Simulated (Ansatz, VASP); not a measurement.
## Two plane-wave programs on SiW

```
W Si
1.0
     0.00000    2.51285    2.51285
     2.51285    0.00000    2.51285
     2.51285    2.51285    0.00000
W Si
1 1
Direct
  0.00000 0.00000 0.00000
  0.50000 0.50000 0.50000
```

Alike in both runs: task electric field gradients; functional PBE; k mesh 10 × 10 × 10; occupations fermi-dirac, width 0.05 eV; no spin polarisation.

|  | VASP | Ansatz |
| --- | --- | --- |
| version | VASP 6.6.1 | Ansatz 0.2.0 |
| potentials or method | VASP PAW PBE potentials, release 64 (W_sv, Si) | PAW with Ansatz's default frozen-core files, scalar-relativistic |
| plane-wave cutoff (eV) | 520 | 420 |
| valence electrons in the cell | 18 | 18 |

```csv
,VASP,Ansatz,Ansatz less VASP
pressure (GPa),0.0,-0.1,-0.10
```

The functional is the same, so the differences come from potentials, cutoffs and numerics.

Spin-orbit coupling is off throughout.
